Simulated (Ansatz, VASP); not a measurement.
# Two plane-wave programs on CoSi2

```
CELL_PARAMETERS angstrom
3.95091 0.00060 -0.00031
-1.97493 3.42070 0.00009
0.00056 0.00079 14.20175
ATOMIC_POSITIONS crystal
Co 0.33315 0.66680 0.01462
Co 0.33312 0.66678 0.51463
Co 0.66644 0.33342 0.48523
Co 0.66648 0.33342 0.98520
Si 0.00018 0.00001 0.24993
Si 0.00033 0.99978 0.74995
Si 0.33373 0.66679 0.16738
Si 0.33374 0.66637 0.66740
Si 0.66649 0.33332 0.33250
Si 0.66675 0.33304 0.83247
Si 0.99977 0.00011 0.50041
Si 0.99982 0.00014 0.00027
```

Change from the starting cell: cell x2, atoms moved at random (sigma 0.05 Å) and cell strained at random (1.5 %), then relaxed without symmetry.

Alike in both runs: functional PBE; k mesh 6 × 6 × 2; occupations gaussian, width 0.2 eV; no spin polarisation.

Ansatz relaxed the structure, and its values are those at the end. VASP's run is a single point on that final structure, the one shown.

|  | VASP | Ansatz |
| --- | --- | --- |
| version | VASP 6.6.1 | Ansatz 0.2.0 |
| potentials or method | VASP PAW PBE potentials, release 64 (Co, Si), cutoff 520 eV | scalar-relativistic, plane waves, PAW |
| valence electrons in the cell | 68 | 100 |

Ansatz gave:

```
gap on the k mesh at the Fermi level (eV) : none
pressure (GPa)                            : 0.0
rms of the force components (eV/Å)        : 0.005
```

Problem. What did VASP give for the same quantities?

Solution. gap on the k mesh at the Fermi level (eV): none; pressure (GPa): -0.1; rms of the force components (eV/Å): 0.017.

A gap of «none» marks a metal or a gap that the smearing closes. With one functional, cell and mesh, what is left measures potentials, basis and numerics. VASP's potentials hold 68 valence electrons a cell and Ansatz's 100, so a difference there can come from the potentials and not from the codes.
